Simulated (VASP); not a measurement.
Set up this calculation in VASP 6.6.1, as the native input.

```yaml
Task: single point
Functional: LDA
Potentials_or_basis: VASP PAW LDA potentials, release 64 (Ta_sv_GW, N)
Cutoff: 600 eV
k_mesh: 18 × 18 × 18
Occupations: gaussian, width 0.15 eV
Spin: no spin polarisation
Dipole_correction: no
Second_run: valence_matched
Further_INCAR_settings: ALGO = Normal; EDIFF = 1e-06; NBANDS = 16
```

The structure of TaN lies in POSCAR:

```
TaN
1.0
    0.0000000000      2.1918784864      2.1918784864
    2.1918784864      0.0000000000      2.1918784864
    2.1918784864      2.1918784864      0.0000000000
Ta N
1 1
Direct
    0.4956556505      0.5043443495      0.5043443495
    0.0561219980     -0.0561219980     -0.0561219980
```

These files were run (other wordings do the same):

INCAR

```
ALGO = Normal ; EDIFF = 1E-6
ENCUT = 600 ; GGA = CA
GGA_COMPAT = False ; ISIF = 2
ISMEAR = 0 ; LASPH = True
LCHARG = False ; LREAL = False
LWAVE = False ; NBANDS = 16
NELM = 120 ; PREC = Accurate
SIGMA = 0.15
```

KPOINTS

```
k-points
0
Gamma
  18 18 18
```

Potentials or basis: VASP PAW LDA potentials, release 64 (Ta_sv_GW, N).

Run with:

```console
$ cat potpaw_LDA.64/Ta_sv_GW/POTCAR potpaw_LDA.64/N/POTCAR > POTCAR
$ mpirun -np 1 vasp_std > vasp.out
```

Results of the run:

```yaml
Pressure: 5.2 GPa
Largest_force: 3.112 eV/Å
Band_gap_on_the_k_mesh: zero (band 9 reaches 15.13 eV, above the bottom of band 10 at 12.13 eV)
```

Caveat: spin-orbit coupling is left out, which moves the levels of the heavy elements; forces of over 1 eV/Å act on the atoms, so gaps and moduli don't describe the material at rest.

It took 2.2 min on 1 thread of AMD EPYC 9R45 96-Core Processor (Zen 5) (shared host), peak memory 0.31 GiB.
